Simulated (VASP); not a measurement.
# BaTiO3 (Amm2) in VASP: further runs

The runs below take BaTiO3 through single point, with PBE+U.

Everything below comes from runs of VASP 6.6.1. Logs are shortened: lines on timing, memory, paths and dates and some standing lists are left out, and cuts for length are marked.

## (1) The cell of the first run

The structure is orthorhombic, space group Amm2 (No. 38). The conventional cell has a = 3.772 Å, b = 5.408 Å, c = 6.518 Å, α = 90.00°, β = 90.00°, γ = 90.00°. Ba (site symmetry mm2) has 12 O at 2.71 to 3.37 Å and 4 Ti at 3.30 Å within 3.6 Å. Ti (site symmetry mm2) has 6 O at 1.89 to 2.30 Å within 2.5 Å. O (site symmetry mm2) has 2 Ti at 1.89 Å within 2.5 Å. O (site symmetry m) has 2 Ti at 1.94 to 2.30 Å within 2.6 Å.

## (2) Single point, PBE+U

Contents of INCAR:

```
ALGO     = Normal         # electronic algorithm
EDIFF    = 1E-6           # SCF threshold, eV
ENCUT    = 520            # plane-wave cutoff, eV
GGA      = PE             # functional
ISIF     = 2              # what is computed and relaxed
ISMEAR   = 0              # smearing method
LASPH    = True           # aspherical terms in the spheres
LCHARG   = False          # write CHGCAR
LDAU     = True           # DFT+U
LDAUJ    = 0 0 0        
LDAUL    = -1 2 -1        # shell
LDAUPRINT= 1            
LDAUTYPE = 2            
LDAUU    = 0 4 0          # U, eV
LMAXMIX  = 4              # l up to which the mixer works
LREAL    = False          # projectors in reciprocal space
LWAVE    = False          # write WAVECAR
NBANDS   = 28             # bands
NELM     = 150            # most SCF steps
PREC     = Accurate       # precision mode
SIGMA    = 0.05           # smearing width, eV
```

Contents of KPOINTS:

```
k-points
0
Gamma
  6 6 6
```

Contents of POSCAR:

```
BaTiO3
1.0
    3.7718789373      0.0000000000      0.0000000000
    0.0000000000      2.7038613864      3.2589038050
    0.0000000000     -2.7038613864      3.2589038050
Ba Ti O
1 1 3
Direct
    0.0000000000      0.0080771845      0.0080771845
    0.5000000000      0.5197092871      0.5197092871
    0.0000000000      0.4916268390      0.4916268390
    0.5000000000      0.4938075372      0.9829991522
    0.5000000000      0.9829991522      0.4938075372
```

Potentials or basis: VASP PAW PBE potentials, release 64 (Ba_sv, Ti_sv, O).

On the command line:

```
cat potpaw_PBE.64/Ba_sv/POTCAR potpaw_PBE.64/Ti_sv/POTCAR potpaw_PBE.64/O/POTCAR > POTCAR
mpirun -np 1 vasp_std > vasp.out
```

OUTCAR:

```text
EDIFF = 1E-6
   ENCUT = 520
   GGA = PE
   ISIF = 2
   ISMEAR = 0
   LASPH = True
   LREAL = False
   NELM = 150
   PREC = Accurate

 ion  position               nearest neighbor table
   1  0.000  0.008  0.008-   3 2.71   3 2.71   4 2.78   5 2.78   4 2.78   5 2.78   5 2.90   4 2.90
                             5 2.90   4 2.90   3 3.15   2 3.30   2 3.30   2 3.30   2 3.30   2 3.70
   2  0.500  0.520  0.520-   3 1.89   3 1.89   5 1.94   4 1.94   5 2.30   4 2.30   1 3.30   1 3.30
                             1 3.30   1 3.30   1 3.70   1 3.70   1 3.83   1 3.83
   3  0.000  0.492  0.492-   2 1.89   2 1.89   1 2.71   1 2.71   1 3.15
   4  0.500  0.494  0.983-   2 1.94   2 2.30   1 2.78   1 2.78   1 2.90   1 2.90
   5  0.500  0.983  0.494-   2 1.94   2 2.30   1 2.78   1 2.78   1 2.90   1 2.90

  LATTYP: Found a base centered orthorhombic cell.
 ALAT       =     5.4077227728
 B/A-ratio  =     1.2052776897
 C/A-ratio  =     0.6974985767

  Lattice vectors:

 A1 = (   0.0000000000,   2.7038613864,  -3.2589038050)
 A2 = (   0.0000000000,   2.7038613864,   3.2589038050)
 A3 = (   3.7718789373,   0.0000000000,   0.0000000000)

Analysis of symmetry for initial positions (statically):
=====================================================================
 Subroutine PRICEL returns:
 Original cell was already a primitive cell.

 Routine SETGRP: Setting up the symmetry group for a
 base centered orthorhombic supercell.

 Subroutine GETGRP returns: Found  4 space group operations
 (whereof  4 operations were pure point group operations)
 out of a pool of  8 trial point group operations.

The static configuration has the point symmetry C_2v.

Analysis of symmetry for dynamics (positions and initial velocities):
=====================================================================
 Subroutine PRICEL returns:
 Original cell was already a primitive cell.

 Routine SETGRP: Setting up the symmetry group for a
 base centered orthorhombic supercell.

 Subroutine GETGRP returns: Found  4 space group operations
 (whereof  4 operations were pure point group operations)
 out of a pool of  8 trial point group operations.

The dynamic configuration has the point symmetry C_2v.

 Subroutine INISYM returns: Found  4 space group operations
 (whereof  4 operations are pure point group operations),
 and found     1 'primitive' translations

----------------------------------------------------------------------------------------

                                     Primitive cell

  volume of cell :      66.4728

  direct lattice vectors                    reciprocal lattice vectors
     3.771878937  0.000000000  0.000000000     0.265119856  0.000000000  0.000000000
     0.000000000  2.703861386  3.258903805     0.000000000  0.184920722  0.153425824
     0.000000000 -2.703861386  3.258903805     0.000000000 -0.184920722  0.153425824

  length of vectors
     3.771878937  4.234538984  4.234538984     0.265119856  0.240281412  0.240281412

  position of ions in fractional coordinates (direct lattice)
     0.000000000  0.008077185  0.008077185
     0.500000000  0.519709287  0.519709287
     0.000000000  0.491626839  0.491626839
     0.500000000  0.493807537  0.982999152
     0.500000000  0.982999152  0.493807537

  ion indices of the primitive-cell ions
   primitive index   ion index
                 1           1
                 2           2
                 3           3
                 4           4
                 5           5

----------------------------------------------------------------------------------------

 KPOINTS: k-points

Automatic generation of k-mesh.
 Grid dimensions read from file:
 generate k-points for:    6    6    6
[... 48 lines left out ...]
   total plane-waves  NPLWV =  28672
   dimension x,y,z NGX =    28 NGY =   32 NGZ =   32
   dimension x,y,z NGXF=    56 NGYF=   64 NGZF=   64
   ions per type =               1   1   3
   NGX,Y,Z   is equivalent  to a cutoff of  12.34, 12.56, 12.56 a.u.
   NGXF,Y,Z  is equivalent  to a cutoff of  24.68, 25.13, 25.13 a.u.
[... 51 lines left out ...]
  0.0000  0.0000 -0.0728  0.0000  0.2190

 occupancies and eigenvectors

  o =  0.0992  v =  0.0000  0.0000 -0.8548  0.0000 -0.5190  0.0000  0.0000  0.0000  0.0000  0.0000      0.0000  0.0000  0.0000  0.0000  0.0000  0.0000  0.0000  0.0000  0.0000  0.0000
  o =  0.0992  v =  0.0000  0.0000  0.0000  0.0000  0.0000  0.0000  0.0000 -0.8548  0.0000 -0.5190      0.0000  0.0000  0.0000  0.0000  0.0000  0.0000  0.0000  0.0000  0.0000  0.0000
  o =  0.1181  v =  0.0000  0.0000  0.0000  1.0000  0.0000  0.0000  0.0000  0.0000  0.0000  0.0000      0.0000  0.0000  0.0000  0.0000  0.0000  0.0000  0.0000  0.0000  0.0000  0.0000
  o =  0.1181  v =  0.0000  0.0000  0.0000  0.0000  0.0000  0.0000  0.0000  0.0000  1.0000  0.0000      0.0000  0.0000  0.0000  0.0000  0.0000  0.0000  0.0000  0.0000  0.0000  0.0000
  o =  0.1190  v =  0.0000  0.0000  0.0000  0.0000  0.0000  1.0000  0.0000  0.0000  0.0000  0.0000      0.0000  0.0000  0.0000  0.0000  0.0000  0.0000  0.0000  0.0000  0.0000  0.0000
  o =  0.1190  v =  1.0000  0.0000  0.0000  0.0000  0.0000  0.0000  0.0000  0.0000  0.0000  0.0000      0.0000  0.0000  0.0000  0.0000  0.0000  0.0000  0.0000  0.0000  0.0000  0.0000
  o =  0.2245  v =  0.0000  0.0000  0.0000  0.0000  0.0000  0.0000  1.0000  0.0000  0.0000  0.0000      0.0000  0.0000  0.0000  0.0000  0.0000  0.0000  0.0000  0.0000  0.0000  0.0000
  o =  0.2245  v =  0.0000  1.0000  0.0000  0.0000  0.0000  0.0000  0.0000  0.0000  0.0000  0.0000      0.0000  0.0000  0.0000  0.0000  0.0000  0.0000  0.0000  0.0000  0.0000  0.0000
  o =  0.2632  v =  0.0000  0.0000  0.0000  0.0000  0.0000  0.0000  0.0000 -0.5190  0.0000  0.8548      0.0000  0.0000  0.0000  0.0000  0.0000  0.0000  0.0000  0.0000  0.0000  0.0000
  o =  0.2632  v =  0.0000  0.0000 -0.5190  0.0000  0.8548  0.0000  0.0000  0.0000  0.0000  0.0000      0.0000  0.0000  0.0000  0.0000  0.0000  0.0000  0.0000  0.0000  0.0000  0.0000

 number of electron      39.9999984 magnetization

 Free energy of the ion-electron system (eV)
  ---------------------------------------------------
  ext. energy  EPLUGINS =         0.00000000
  ---------------------------------------------------
  free energy    TOTEN  =       -36.32842851 eV

  energy without entropy =      -36.32842851  energy(sigma->0) =      -36.32842851

 E-fermi :   4.1055     XC(G=0): -11.0461

 val. band max:        3.8883221236   @ k =   0.0000   0.0000   0.0000
 cond. band min:       5.8453729842   @ k =   0.0000   0.0000   0.0000
 fundamental gap:      1.9570508606
 Fermi energy:         4.1055249260

 k-point     1 :       0.0000    0.0000    0.0000
  band No.  band energies     occupation
      1     -53.9328      2.00000
      2     -30.2024      2.00000
      3     -30.1309      2.00000
      4     -30.0361      2.00000
      5     -21.3098      2.00000
      6     -13.4733      2.00000
[... 733 lines left out ...]
     27      11.7133      0.00000
     28      12.1002      0.00000

 [... further k-points ...]
[... 5 lines left out ...]
  --------------------------------------------------------------------------------------
  -------------------------------------------------------------------------------------
  Total        8.1105764      8.8266839     -7.8313505      0.0000000      0.0000000      0.0000000
  in kB      195.4873219    212.7474929   -188.7572056      0.0000000      0.0000000      0.0000000
  external PRESSURE =      73.1592031 kB  Pullay stress =       0.0000000 kB

 VOLUME and BASIS-vectors are now :
 -----------------------------------------------------------------------------
  energy-cutoff  :      520.00
  volume of cell :       66.47
      direct lattice vectors                 reciprocal lattice vectors
     3.771878937  0.000000000  0.000000000     0.265119856  0.000000000  0.000000000
     0.000000000  2.703861386  3.258903805     0.000000000  0.184920722  0.153425824
     0.000000000 -2.703861386  3.258903805     0.000000000 -0.184920722  0.153425824

 POSITION                                       TOTAL-FORCE (eV/Angst)
 -----------------------------------------------------------------------------------
      0.00000      0.00000      0.05265         0.000000     -0.000000     -0.020092
      1.88594      0.00000      3.38737         0.000000     -0.000000      1.116318
      0.00000      0.00000      3.20433         0.000000     -0.000000     -0.453221
      1.88594     -1.32271      4.81277         0.000000     -0.043693     -0.321503
      1.88594      1.32271      4.81277         0.000000      0.043693     -0.321503
 -----------------------------------------------------------------------------------
    total drift:                                0.000000     -0.000000      0.000375

  FREE ENERGIE OF THE ION-ELECTRON SYSTEM (eV)
  ---------------------------------------------------
  free  energy   TOTEN  =       -36.3284285055 eV

  energy  without entropy=      -36.3284285055  energy(sigma->0) =      -36.32842851
```

It took 3.4 min on 1 thread of AMD EPYC 7R13, shared host; peak memory 0.21 GiB.

What came out:

- Free energy: -36.3284 eV
- Pressure: 7.3 GPa
- Largest force: 1.116 eV/Å
- Band gap on the k mesh: 1.96 eV, direct

Forces on the atoms (eV/Å):
```
Ba   0.000  0.000 -0.020
Ti   0.000  0.000  1.116
O    0.000  0.000 -0.453
O    0.000 -0.044 -0.322
O    0.000  0.044 -0.322
```

Levels at points of the mesh, in eV from the valence-band top:
```
           k point  band 18  band 19  band 20  band 21  band 22  band 23
(0.00, 0.00, 0.00)    -0.94    -0.73     0.00     1.96     2.05     2.85
(0.50, 0.00, 0.00)    -1.94    -1.82    -0.36     2.50     3.57     4.18
(0.00, 0.50, 0.00)    -1.41    -1.08    -1.01     2.46     3.38     3.62
(0.50, 0.50, 0.00)    -0.90    -0.84    -0.35     3.21     4.04     4.20
(0.00, 0.50, 0.50)    -1.80    -1.37    -0.16     3.22     3.71     3.79
(0.50, 0.50, 0.50)    -0.37    -0.06     0.00     3.91     4.42     4.59
```

Eigenvalues of the final occupation matrices:
```csv
site,spin,trace,eigenvalues
site 2 d,1,0.82,0.10 0.12 0.12 0.22 0.26
site 2 d,2,0.82,0.10 0.12 0.12 0.22 0.26
```

Caveat: spin-orbit coupling is left out, which moves the levels of the heavy elements; forces of over 1 eV/Å act on the atoms, so gaps and moduli don't describe the material at rest. A k mesh can miss the band edges.

## (3) Single point, PBE+U

This run uses another cell than the first one, of the same volume but with other edges.

Contents of INCAR:

```
ALGO = Normal
EDIFF = 1E-6
ENCUT = 520
GGA = PE
ISIF = 2
ISMEAR = 0
LASPH = True
LCHARG = False
LDAU = True
LDAUJ = 0 0 0
LDAUL = -1 2 -1
LDAUPRINT = 1
LDAUTYPE = 2
LDAUU = 0 4 0
LMAXMIX = 4
LREAL = False
LWAVE = False
NBANDS = 28
NELM = 150
PREC = Accurate
SIGMA = 0.05
```

KPOINTS is that of step 2.

Edit POSCAR of step 2 so:

```diff
@@ -2,5 +2,5 @@
 1.0
-    3.7718789373      0.0000000000      0.0000000000
-    0.0000000000      2.7038613864      3.2589038050
-    0.0000000000     -2.7038613864      3.2589038050
+    4.0631334145      0.0000000000      0.0000000000
+    0.0000000000      2.9126463839      2.8084381636
+    0.0000000000     -2.9126463839      2.8084381636
 Ba Ti O
```

Potentials or basis: VASP PAW PBE potentials, release 64 (Ba_sv, Ti_sv, O).

On the command line:

```
cat potpaw_PBE.64/Ba_sv/POTCAR potpaw_PBE.64/Ti_sv/POTCAR potpaw_PBE.64/O/POTCAR > POTCAR
mpirun -np 1 vasp_std > vasp.out
```

Wall time 4 min (1 thread of AMD EPYC 7R13, shared host); peak memory 0.21 GiB.

Results (log left out):

```
Free energy            : -37.2609 eV
Pressure               : 3.5 GPa
Largest force          : 0.790 eV/Å
Band gap on the k mesh : 2.47 eV, indirect (least direct gap 2.86 eV)
```

Forces in eV/Å, atoms in the order of the input:
```
Ba   0.000  0.000 -0.090
Ti   0.000  0.000 -0.790
O    0.000  0.000  0.120
O    0.000 -0.343  0.380
O    0.000  0.343  0.380
```

Stress tensor (GPa, compression positive):
```
0.78 0.00 0.00
0.00 0.47 0.00
0.00 0.00 9.13
```

Levels at points of the mesh, in eV from the valence-band top:
```tsv
k point	band 17	band 18	band 19	band 20	band 21	band 22	band 23	band 24
(0.00, 0.00, 0.00)	-1.18	-0.49	-0.48	-0.39	2.47	2.52	2.66	4.02
(0.50, 0.00, 0.00)	-1.60	-1.38	-1.21	-0.96	2.81	3.76	3.95	4.09
(0.00, 0.50, 0.00)	-1.83	-1.70	-0.94	-0.85	2.66	3.92	3.96	4.07
(0.50, 0.50, 0.00)	-1.89	-1.02	-0.99	-0.12	3.88	3.96	4.32	4.61
(0.00, 0.50, 0.50)	-1.82	-0.87	-0.80	-0.18	3.95	4.03	4.31	4.67
(0.50, 0.50, 0.50)	-2.20	-0.11	-0.07	0.00	4.41	4.52	4.61	6.23
```

Eigenvalues of the final occupation matrices:
```csv
site,spin,trace,eigenvalues
site 2 d,1,0.81,0.11 0.11 0.12 0.23 0.25
site 2 d,2,0.81,0.11 0.11 0.12 0.23 0.25
```

Caveat: spin-orbit coupling is left out, which moves the levels of the heavy elements. A k mesh can miss the band edges.

## (4) Single point, PBE+U

This run uses another cell than the first one, of the same volume but with other edges.

Contents of INCAR:

```
SYSTEM = BaTiO3
  PREC = Accurate
  ENCUT = 520
  EDIFF = 1E-6
  ISMEAR = 0
  SIGMA = 0.05
  LREAL = .FALSE.
  LASPH = .TRUE.
  NELM = 150
  ALGO = Normal
  ISIF = 2
  LWAVE = .FALSE.
  LCHARG = .FALSE.
  LMAXMIX = 4
  LDAU = .TRUE.
  LDAUTYPE = 2
  LDAUL = -1 2 -1
  LDAUU = 0 4 0
  LDAUJ = 0 0 0
  LDAUPRINT = 1
  GGA = PE
  NBANDS = 28
```

Contents of KPOINTS:

```
regular mesh
0
G
  6 6 6
  0 0 0
```

Edit POSCAR of step 3 so:

```diff
@@ -2,5 +2,5 @@
 1.0
-    4.0631334145      0.0000000000      0.0000000000
-    0.0000000000      2.9126463839      2.8084381636
-    0.0000000000     -2.9126463839      2.8084381636
+    3.9435594665      0.0000000000      0.0000000000
+    0.0000000000      2.8269301172      2.9813313255
+    0.0000000000     -2.8269301172      2.9813313255
 Ba Ti O
```

On the command line:

```
cat potpaw_PBE.64/Ba_sv/POTCAR potpaw_PBE.64/Ti_sv/POTCAR potpaw_PBE.64/O/POTCAR > POTCAR
mpirun -np 1 vasp_std > vasp.out
```

Run time: 47 s. Hardware: 1 thread of Intel Xeon Platinum 8559C (Emerald Rapids), shared host; peak memory 0.24 GiB.

Results (log left out):

```yaml
Free_energy: -37.2376 eV
Pressure: 3.9 GPa
Largest_force: 0.310 eV/Å
Band_gap_on_the_k_mesh: 2.38 eV, indirect (least direct gap 2.75 eV)
```

Forces in eV/Å, atoms in the order of the input:
```
Ba   0.000  0.000 -0.014
Ti   0.000  0.000 -0.255
O    0.000  0.000 -0.110
O    0.000 -0.246  0.190
O    0.000  0.246  0.190
```

Stress tensor (GPa, compression positive):
```
 6.77  0.00  0.00
 0.00  7.97  0.00
 0.00  0.00 -2.97
```

Levels at points of the mesh, in eV from the valence-band top:
| k point | band 18 | band 19 | band 20 | band 21 | band 22 | band 23 |
| --- | --- | --- | --- | --- | --- | --- |
| (0.00, 0.00, 0.00) | -0.61 | -0.51 | -0.37 | 2.38 | 2.59 | 2.72 |
| (0.50, 0.00, 0.00) | -1.71 | -1.33 | -0.88 | 2.75 | 3.98 | 4.05 |
| (0.00, 0.50, 0.00) | -1.60 | -0.98 | -0.86 | 2.68 | 3.87 | 3.88 |
| (0.50, 0.50, 0.00) | -0.93 | -0.91 | -0.11 | 3.89 | 4.11 | 4.38 |
| (0.00, 0.50, 0.50) | -1.18 | -0.99 | -0.28 | 3.81 | 3.98 | 4.19 |
| (0.50, 0.50, 0.50) | -0.19 | -0.08 | 0.00 | 4.43 | 4.56 | 4.58 |

Eigenvalues of the final occupation matrices:
```
    site  spin  trace               eigenvalues
site 2 d     1   0.81  0.11 0.11 0.11 0.24 0.24
site 2 d     2   0.81  0.11 0.11 0.11 0.24 0.24
```

Caveat: spin-orbit coupling is left out, which moves the levels of the heavy elements. A k mesh can miss the band edges.

## (5) Single point, PBE+U

This run uses another cell than the first one, of the same volume but with other edges.

Contents of INCAR:

```
SYSTEM = BaTiO3
ALGO = Normal
EDIFF = 1E-6
ENCUT = 520
GGA = PE
ISIF = 2
ISMEAR = 0
LASPH = .TRUE.
LCHARG = .FALSE.
LDAU = .TRUE.
LDAUJ = 0 0 0
LDAUL = -1 2 -1
LDAUPRINT = 1
LDAUTYPE = 2
LDAUU = 0 4 0
LMAXMIX = 4
LREAL = .FALSE.
LWAVE = .FALSE.
NBANDS = 28
NELM = 150
PREC = Accurate
SIGMA = 0.05
```

Contents of KPOINTS:

```
k-points
0
G
  6 6 6
  0 0 0
```

Edit POSCAR of step 4 so:

```diff
@@ -2,5 +2,5 @@
 1.0
-    3.9435594665      0.0000000000      0.0000000000
-    0.0000000000      2.8269301172      2.9813313255
-    0.0000000000     -2.8269301172      2.9813313255
+    3.6725724868      0.0000000000      0.0000000000
+    0.0000000000      2.6326738214      3.4375282730
+    0.0000000000     -2.6326738214      3.4375282730
 Ba Ti O
```

On the command line:

```
cat potpaw_PBE.64/Ba_sv/POTCAR potpaw_PBE.64/Ti_sv/POTCAR potpaw_PBE.64/O/POTCAR > POTCAR
mpirun -np 1 vasp_std > vasp.out
```

It took 42 s on 1 thread of Intel Xeon Platinum 8559C (Emerald Rapids), shared host; peak memory 0.24 GiB.

It converged, with:

```yaml
Free_energy: -35.2519 eV
Pressure: 10.8 GPa
Largest_force: 2.223 eV/Å
Band_gap_on_the_k_mesh: 1.29 eV, direct
```

Forces on the atoms (eV/Å):
```
Ba   0.000  0.000 -0.040
Ti   0.000  0.000  2.223
O    0.000  0.000 -0.710
O    0.000  0.046 -0.736
O    0.000 -0.046 -0.736
```

Stress tensor (GPa, compression positive):
```
 29.63   0.00   0.00
  0.00  30.68   0.00
  0.00   0.00 -28.04
```

Levels at points of the mesh, in eV from the valence-band top:
```
           k point  band 17  band 18  band 19  band 20  band 21  band 22  band 23  band 24
(0.00, 0.00, 0.00)    -1.47    -1.23    -1.18     0.00     1.29     1.32     2.53     3.03
(0.50, 0.00, 0.00)    -2.42    -2.38    -2.21    -0.31     2.01     2.92     3.86     4.07
(0.00, 0.50, 0.00)    -1.84    -1.63    -1.37    -1.36     1.93     2.70     3.13     3.36
(0.50, 0.50, 0.00)    -2.10    -1.24    -1.11    -0.88     2.28     3.40     3.84     4.12
(0.00, 0.50, 0.50)    -2.29    -2.07    -1.96    -0.22     2.46     2.95     3.30     4.89
(0.50, 0.50, 0.50)    -2.14    -0.84    -0.41    -0.13     3.16     4.00     4.05     4.24
```

Eigenvalues of the final occupation matrices:
| site | spin | trace | eigenvalues |
| --- | --- | --- | --- |
| site 2 d | 1 | 0.84 | 0.10 0.13 0.13 0.22 0.28 |
| site 2 d | 2 | 0.84 | 0.10 0.13 0.13 0.22 0.28 |

Caveat: spin-orbit coupling is left out, which moves the levels of the heavy elements; forces of over 1 eV/Å act on the atoms, so gaps and moduli don't describe the material at rest. A k mesh can miss the band edges.

## (6) Overview

| cell | gap on the mesh (eV) | pressure (GPa) | largest force (eV/Å) |
| --- | --- | --- | --- |
| a = 3.772, b = 4.235, c = 4.235 Å, angles 79.4, 90.0, 90.0°, 5 atoms | 1.96 | 7.3 | 1.12 |
| a = 4.063, b = 4.046, c = 4.046 Å, angles 92.1, 90.0, 90.0°, 5 atoms | 2.47 | 3.5 | 0.79 |
| a = 3.944, b = 4.109, c = 4.109 Å, angles 87.0, 90.0, 90.0°, 5 atoms | 2.38 | 3.9 | 0.31 |
| a = 3.673, b = 4.330, c = 4.330 Å, angles 74.9, 90.0, 90.0°, 5 atoms | 1.29 | 10.8 | 2.22 |

Alike in all rows: task single point; level PBE+U; potentials or basis VASP PAW PBE potentials, release 64 (Ba_sv, Ti_sv, O); no spin polarisation; Ti d U = 4.0 eV; k mesh 6 × 6 × 6; cutoff (eV) 520; smearing gaussian 0.05 eV.

Caveats: spin-orbit coupling is left out, which moves the levels of the heavy elements; forces of over 1 eV/Å act on the atoms, so gaps and moduli don't describe the material at rest (some runs).

Total energies depend on the potentials used, so only differences within one code and one set of settings carry meaning.
